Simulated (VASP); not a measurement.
Input of a VASP 6.6.1 run:

The input INCAR:

```
ALGO = Normal
EDIFF = 1E-8
ENCUT = 520
GGA = PS
ISIF = 2
ISMEAR = -1
LASPH = T
LCHARG = F
LEFG = T
LREAL = F
LWAVE = F
NBANDS = 16
NELM = 80
PREC = Accurate
SIGMA = 0.01
```

Contents of KPOINTS:

```
k-points
0
Gamma
  8 8 8
```

The input POSCAR:

```
ZnS
1.0
    0.0000000000      2.7225621114      2.7225621114
    2.7225621114      0.0000000000      2.7225621114
    2.7225621114      2.7225621114      0.0000000000
Zn S
1 1
Direct
    0.0000000000      0.0000000000      0.0000000000
    0.7500000000      0.7500000000      0.7500000000
```

Potentials or basis: VASP PAW PBE potentials, release 64 (Zn, S).

Launch:

```console
$ cat potpaw_PBE.64/Zn/POTCAR potpaw_PBE.64/S/POTCAR > POTCAR
$ mpirun -np 1 vasp_std > vasp.out
```

Problem. Predict the band gap on the k mesh.

Solution. 1.88 eV, direct.

Problem. What does it give for the pressure?

Solution. -3.3 GPa.

Caveat: without QUAD_EFG the Cq values of the log hold for a quadrupole moment of 1 mb, not for the nuclei; the PAW data sets were made with another functional, which shifts forces and pressure a little.
